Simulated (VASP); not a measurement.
## Ta2N: single point with PBE

Ta2N:

```
Ta N
1.0
     3.10114    0.00000    0.00000
    -1.55057    2.72595    0.00000
     0.00000    0.00000    4.88189
Ta N
2 1
Direct
  0.66667 0.33333 0.74491
  0.33333 0.66667 0.25509
  0.00000 0.00000 0.00000
```

This cell differs from its parent crystal: strain +0.0150 x Voigt [0, 1, 0, 0, 0, 0].

```
Program             : VASP 6.6.1
Task                : single point
Functional          : PBE
Potentials or basis : VASP PAW PBE potentials, release 64 (Ta_pv, N)
Cutoff              : 520 eV
k mesh              : 18 × 18 × 10
Occupations         : gaussian, width 0.15 eV
Spin                : no spin polarisation
```

The pressure is -3.6 GPa and the largest force is 0.093 eV/Å.

Forces in eV/Å, atoms in the order of the input:
```
Ta   0.000  0.011  0.093
Ta   0.000 -0.011 -0.093
N    0.000  0.000  0.000
```

Stress tensor (GPa, compression positive):
```
-1.98  0.00  0.00
 0.00 -6.12 -0.66
 0.00 -0.66 -2.69
```

Levels at points of the mesh, in eV from the Fermi level:
```csv
k point,band 11,band 12,band 13,band 14,band 15,band 16
"(0.00, 0.00, 0.00)",-4.96,-0.62,-0.34,-0.10,0.23,0.27
"(0.50, 0.00, 0.00)",-4.47,-2.59,-1.36,1.75,1.85,3.66
"(0.00, 0.50, 0.00)",-4.47,-2.63,-1.41,1.69,1.89,3.60
"(0.00, 0.00, 0.50)",-2.83,-2.62,-1.21,-0.97,1.76,1.82
"(0.50, 0.00, 0.50)",-3.21,-2.12,-2.10,-0.26,0.66,3.19
"(0.00, 0.50, 0.50)",-3.25,-2.22,-2.12,-0.30,0.78,3.19
```

It took 6.6 min on 1 thread of Intel(R) Xeon(R) Platinum 8259CL CPU @ 2.50GHz (Skylake/Cascade Lake), with other jobs on the host, peak memory 0.68 GiB.

Caveat: the cell differs from its parent crystal (strain +0.0150 x Voigt [0, 1, 0, 0, 0, 0]); spin-orbit coupling is left out, which moves the levels of the heavy elements.
